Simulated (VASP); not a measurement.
# MgO2 (Pa-3) in VASP: further runs

MgO2 is run at these levels: PBEsol; tasks: single point, relaxation of the atoms.

All numbers are computed with VASP 6.6.1; they aren't measurements. Logs are shortened: lines on timing, memory, paths and dates and some standing lists are left out, and cuts for length are marked.

### Step 1. The cell of the first run

Symmetry: Pa-3, No. 205, cubic system. Conventional cell: a = 4.841 Å, b = 4.841 Å, c = 4.841 Å, α = 90.00°, β = 90.00°, γ = 90.00°. Mg (site symmetry -3) has 12 O at 2.08 to 2.91 Å within 3.0 Å. Within 2.0 Å of O (site symmetry 3) lie 1 O at 1.48 Å.

### Step 2. Single point, PBEsol

INCAR reads:

```
PREC     = Accurate       # precision mode
ENCUT    = 750            # plane-wave cutoff, eV
EDIFF    = 1E-6           # SCF threshold, eV
ISMEAR   = 0              # smearing method
SIGMA    = 0.02           # smearing width, eV
LREAL    = False          # projectors in reciprocal space
LASPH    = True           # aspherical terms in the spheres
NELM     = 120            # most SCF steps
ALGO     = Normal         # electronic algorithm
ISIF     = 2              # what is computed and relaxed
LWAVE    = False          # write WAVECAR
LCHARG   = False          # write CHGCAR
GGA      = PS             # functional
NBANDS   = 56             # bands
GGA_COMPAT= False
```

KPOINTS reads:

```
Automatic mesh
0
Gamma
  6 6 6
```

POSCAR reads:

```
MgO2
1.0
    4.8408307519      0.0000000000      0.0000000000
    0.0000000000      4.8408307519      0.0000000000
    0.0000000000      0.0000000000      4.8408307519
Mg O
4 8
Direct
    0.0000000000      0.5000000000      0.5000000000
    0.5000000000      0.5000000000      0.0000000000
    0.5000000000      0.0000000000      0.5000000000
    0.0000000000      0.0000000000      0.0000000000
    0.4116319358      0.0883680642      0.9116319358
    0.0883680642      0.9116319358      0.4116319358
    0.9116319358      0.4116319358      0.0883680642
    0.5883680642      0.5883680642      0.5883680642
    0.4116319358      0.4116319358      0.4116319358
    0.0883680642      0.5883680642      0.9116319358
    0.9116319358      0.0883680642      0.5883680642
    0.5883680642      0.9116319358      0.0883680642
```

Potentials or basis: VASP PAW PBE potentials, release 64 (Mg_sv, O).

Started as:

```
> cat potpaw_PBE.64/Mg_sv/POTCAR potpaw_PBE.64/O/POTCAR > POTCAR
> mpirun -np 1 vasp_std > vasp.out
```

OUTCAR:

```text
PREC = Accurate
   ENCUT = 750
   EDIFF = 1E-6
   ISMEAR = 0
   LREAL = False
   LASPH = True
   NELM = 120
   ISIF = 2
   GGA = PS

 ion  position               nearest neighbor table
   1  0.000  0.500  0.500-   6 2.08   7 2.08   8 2.08   9 2.08  10 2.08  11 2.08
   2  0.500  0.500  0.000-   5 2.08   7 2.08   8 2.08   9 2.08  10 2.08  12 2.08
   3  0.500  0.000  0.500-   5 2.08   6 2.08   8 2.08   9 2.08  11 2.08  12 2.08
   4  0.000  0.000  0.000-   5 2.08   6 2.08   7 2.08  10 2.08  11 2.08  12 2.08
   5  0.412  0.088  0.912-  12 1.48   3 2.08   4 2.08   2 2.08
   6  0.088  0.912  0.412-  11 1.48   3 2.08   4 2.08   1 2.08
   7  0.912  0.412  0.088-  10 1.48   2 2.08   4 2.08   1 2.08
   8  0.588  0.588  0.588-   9 1.48   2 2.08   3 2.08   1 2.08
   9  0.412  0.412  0.412-   8 1.48   2 2.08   3 2.08   1 2.08
  10  0.088  0.588  0.912-   7 1.48   2 2.08   4 2.08   1 2.08
  11  0.912  0.088  0.588-   6 1.48   3 2.08   4 2.08   1 2.08
  12  0.588  0.912  0.088-   5 1.48   3 2.08   4 2.08   2 2.08

  LATTYP: Found a simple cubic cell.
 ALAT       =     4.8408307519

  Lattice vectors:

 A1 = (   4.8408307519,   0.0000000000,   0.0000000000)
 A2 = (   0.0000000000,   4.8408307519,   0.0000000000)
 A3 = (   0.0000000000,   0.0000000000,   4.8408307519)

Analysis of symmetry for initial positions (statically):
=====================================================================
 Subroutine PRICEL returns:
 Original cell was already a primitive cell.

 Routine SETGRP: Setting up the symmetry group for a
 simple cubic supercell.

 Subroutine GETGRP returns: Found 24 space group operations
 (whereof  6 operations were pure point group operations)
 out of a pool of 48 trial point group operations.

The static configuration has the point symmetry S_6 .
 The point group associated with its full space group is T_h .

Analysis of symmetry for dynamics (positions and initial velocities):
=====================================================================
 Subroutine PRICEL returns:
 Original cell was already a primitive cell.

 Routine SETGRP: Setting up the symmetry group for a
 simple cubic supercell.

 Subroutine GETGRP returns: Found 24 space group operations
 (whereof  6 operations were pure point group operations)
 out of a pool of 48 trial point group operations.

The dynamic configuration has the point symmetry S_6 .
[... 128 lines left out ...]
   TEBEG  =    0.0;   TEEND  =   0.0 temperature during run
   PSTRESS=    0.0 pullay stress
   NELECT =      88.0000    total number of electrons
   NUPDOWN=      -1.0000    fix difference up-down
   EMIN   =  10.00;   EMAX   =-10.00  energy-range for DOS
   EFERMI =   0.00;   METHOD = LEGACY
   ISMEAR =     0;   SIGMA  =   0.02  broadening in eV -4-tet -1-fermi 0-gaus
   EFERMI_NEDOS =   21; number of points for ismear=-14 and -15
   IALGO  =     38    algorithm
   IMIX   =      4    mixing-type and parameters
     AMIX     =   0.40;   BMIX     =  1.00
     AMIX_MAG =   1.60;   BMIX_MAG =  1.00
  volume/ion in A,a.u.               =       9.45        63.79
  Fermi-wavevector in a.u.,A,eV,Ry     =   1.504235  2.842593 30.786233  2.262724
  Thomas-Fermi vector in A             =   2.615242
   LORBIT       =      0    0 simple, 1 ext, 2 COOP (PROOUT), +10 PAW based schemes
   GGA     = PS    functional components
   LHFCALC =     F    Hartree Fock is set to
   AEXX    =    0.0000 exact exchange contribution
   IVDW    =     0    specifies the selected vdW correction
   LEPSILON=     F    determine dielectric tensor
   LRPA    =     F    only Hartree local field effects (RPA)
 non-spin polarized calculation
 Gauss-broadening in eV      SIGMA  =   0.02
  energy-cutoff  :      750.00
  volume of cell :      113.44
 maximum number of plane-waves:      5400
 NGX is ok and might be reduce to    48
   NGX = 21   NGY = 21   NGZ = 21

 number of electron      88.0000011 magnetization

 Free energy of the ion-electron system (eV)
  ---------------------------------------------------
  ext. energy  EPLUGINS =         0.00000000
  ---------------------------------------------------
  free energy    TOTEN  =       -69.69766346 eV

  energy without entropy =      -69.69766346  energy(sigma->0) =      -69.69766346

 E-fermi :   2.8218     XC(G=0): -11.2104

 val. band max:        2.6848955795   @ k =   0.0000   0.0000   0.0000
 cond. band min:       6.6359076893   @ k =   0.3333   0.1667   0.1667
 fundamental gap:      3.9510121098
 Fermi energy:         2.8217522272

 k-point     1 :       0.0000    0.0000    0.0000
  band No.  band energies     occupation
      1     -69.6640      2.00000
      2     -69.6620      2.00000
      3     -69.6620      2.00000
      4     -69.6620      2.00000
      5     -36.6394      2.00000
      6     -36.6394      2.00000
[... 1405 lines left out ...]
     55      13.7898      0.00000
     56      13.7898      0.00000

------------------------ aborting loop because EDIFF is reached ----------------------------------------

  FORCE on cell =-STRESS in cart. coord.  units (eV):
  Direction    XX          YY          ZZ          XY          YZ          ZX
  --------------------------------------------------------------------------------------
  -------------------------------------------------------------------------------------
  Total        0.0215096      0.0215096      0.0215096      0.0000000      0.0000000      0.0000000
  in kB        0.3037974      0.3037974      0.3037974      0.0000000      0.0000000      0.0000000
  external PRESSURE =       0.3037974 kB  Pullay stress =       0.0000000 kB

 VOLUME and BASIS-vectors are now :
 -----------------------------------------------------------------------------
  energy-cutoff  :      750.00
  volume of cell :      113.44
      direct lattice vectors                 reciprocal lattice vectors
     4.840830752  0.000000000  0.000000000     0.206576113  0.000000000  0.000000000
     0.000000000  4.840830752  0.000000000     0.000000000  0.206576113  0.000000000
     0.000000000  0.000000000  4.840830752     0.000000000  0.000000000  0.206576113

 POSITION                                       TOTAL-FORCE (eV/Angst)
 -----------------------------------------------------------------------------------
      0.00000      2.42042      2.42042        -0.000000      0.000000     -0.000000
      2.42042      2.42042      0.00000        -0.000000      0.000000     -0.000000
      2.42042      0.00000      2.42042        -0.000000      0.000000     -0.000000
      0.00000      0.00000      0.00000        -0.000000      0.000000     -0.000000
      1.99264      0.42777      4.41306        -0.080923      0.080923     -0.080923
      0.42777      4.41306      1.99264         0.080923     -0.080923     -0.080923
      4.41306      1.99264      0.42777        -0.080923     -0.080923      0.080923
      2.84819      2.84819      2.84819         0.080923      0.080923      0.080923
      1.99264      1.99264      1.99264        -0.080923     -0.080923     -0.080923
      0.42777      2.84819      4.41306         0.080923      0.080923     -0.080923
      4.41306      0.42777      2.84819        -0.080923      0.080923      0.080923
      2.84819      4.41306      0.42777         0.080923     -0.080923      0.080923
 -----------------------------------------------------------------------------------
    total drift:                                0.000000      0.000000     -0.000000

  FREE ENERGIE OF THE ION-ELECTRON SYSTEM (eV)
  ---------------------------------------------------
  free  energy   TOTEN  =       -69.6976634576 eV

  energy  without entropy=      -69.6976634576  energy(sigma->0) =      -69.69766346
```

stdout:

```text
POSCAR found type information on POSCAR MgO
 POSCAR found :  2 types and      12 ions
 scaLAPACK will be used
 -----------------------------------------------------------------------------
|                                                                             |
|                                                                             |
|     You enforced a specific xc type in the INCAR file but a different       |
|     I HOPE YOU KNOW WHAT YOU ARE DOING!                                     |
|                                                                             |
 -----------------------------------------------------------------------------

 LDA part: xc-table for (Slater+PW92), standard interpolation
 POSCAR, INCAR and KPOINTS ok, starting setup
 FFT: planning ... GRIDC
 FFT: planning ... GRID_SOFT
 FFT: planning ... GRID
 WAVECAR not read
 entering main loop
```

Wall time 2.7 min (1 thread of Intel Xeon 6975P-C (Granite Rapids), shared host); peak memory 0.42 GiB.

Results:

```yaml
Free_energy: -69.6977 eV
Pressure: 0.0 GPa
Largest_force: 0.140 eV/Å
Band_gap_on_the_k_mesh: 3.95 eV (least direct gap 4.07 eV)
```

Forces in eV/Å, atoms in the order of the input:
```
Mg   0.000  0.000  0.000
Mg   0.000  0.000  0.000
Mg   0.000  0.000  0.000
Mg   0.000  0.000  0.000
O   -0.081  0.081 -0.081
O    0.081 -0.081 -0.081
O   -0.081 -0.081  0.081
O    0.081  0.081  0.081
O   -0.081 -0.081 -0.081
O    0.081  0.081 -0.081
O   -0.081  0.081  0.081
O    0.081 -0.081  0.081
```

Levels at points of the mesh, in eV from the valence-band top:
```csv
k point,band 42,band 43,band 44,band 45,band 46,band 47
"(0.00, 0.00, 0.00)",-0.50,0.00,0.00,4.63,4.63,4.63
"(0.50, 0.00, 0.00)",-0.72,-0.12,-0.12,4.01,4.01,4.50
"(0.50, 0.50, 0.00)",-0.49,-0.49,-0.49,4.25,4.25,4.25
"(0.50, 0.50, 0.50)",-0.56,-0.56,-0.56,4.57,4.57,4.57
```

Caveat: the PAW data sets were made with another functional, which shifts forces and pressure a little.

### Step 3. Single point, PBEsol

INCAR reads:

```
SYSTEM = MgO2
  ALGO = Normal
  EDIFF = 1E-6
  ENCUT = 750
  GGA = PS
  GGA_COMPAT = .FALSE.
  ISIF = 2
  ISMEAR = 0
  LASPH = .TRUE.
  LCHARG = .TRUE.
  LELF = .TRUE.
  LREAL = .FALSE.
  LVHAR = .TRUE.
  LWAVE = .FALSE.
  NBANDS = 56
  NELM = 120
  PREC = Accurate
  SIGMA = 0.01
```

KPOINTS reads:

```
k-points
0
G
  6 6 6
  0 0 0
```

POSCAR reads:

```
MgO2
1.0
    4.8408307549      0.0000000000      0.0000000000
    0.0000000000      4.8408307549      0.0000000000
    0.0000000000      0.0000000000      4.8408307549
Mg O
4 8
Direct
    0.0000000000      0.5000000000      0.5000000000
    0.5000000000      0.5000000000      0.0000000000
    0.5000000000      0.0000000000      0.5000000000
    0.0000000000      0.0000000000      0.0000000000
    0.4116319357      0.0883680643      0.9116319357
    0.0883680643      0.9116319357      0.4116319357
    0.9116319357      0.4116319357      0.0883680643
    0.5883680643      0.5883680643      0.5883680643
    0.4116319357      0.4116319357      0.4116319357
    0.0883680643      0.5883680643      0.9116319357
    0.9116319357      0.0883680643      0.5883680643
    0.5883680643      0.9116319357      0.0883680643
```

Potentials or basis: VASP PAW PBE potentials, release 64 (Mg_sv, O).

Started as:

```
> cat potpaw_PBE.64/Mg_sv/POTCAR potpaw_PBE.64/O/POTCAR > POTCAR
> mpirun -np 1 vasp_std > vasp.out
```

It took 4.5 min on 1 thread of Intel Xeon Platinum 8375C at 2.90GHz (Ice Lake), shared host; peak memory 0.42 GiB.

The run converged. Its results:

| Item | Value |
| --- | --- |
| Free energy | -69.6977 eV |
| Pressure | 0.0 GPa |
| Largest force | 0.140 eV/Å |
| Band gap on the k mesh | 3.95 eV (least direct gap 4.07 eV) |

Forces on the atoms (eV/Å):
```
Mg   0.000  0.000  0.000
Mg   0.000  0.000  0.000
Mg   0.000  0.000  0.000
Mg   0.000  0.000  0.000
O   -0.081  0.081 -0.081
O    0.081 -0.081 -0.081
O   -0.081 -0.081  0.081
O    0.081  0.081  0.081
O   -0.081 -0.081 -0.081
O    0.081  0.081 -0.081
O   -0.081  0.081  0.081
O    0.081 -0.081  0.081
```

Levels at points of the mesh, in eV from the valence-band top:
```
           k point  band 42  band 43  band 44  band 45  band 46  band 47
(0.00, 0.00, 0.00)    -0.50     0.00     0.00     4.63     4.63     4.63
(0.50, 0.00, 0.00)    -0.72    -0.12    -0.12     4.01     4.01     4.50
(0.50, 0.50, 0.00)    -0.49    -0.49    -0.49     4.25     4.25     4.25
(0.50, 0.50, 0.50)    -0.56    -0.56    -0.56     4.57     4.57     4.57
```

Caveat: the PAW data sets were made with another functional, which shifts forces and pressure a little. A k mesh can miss the band edges.

[end of part 1 of 2]
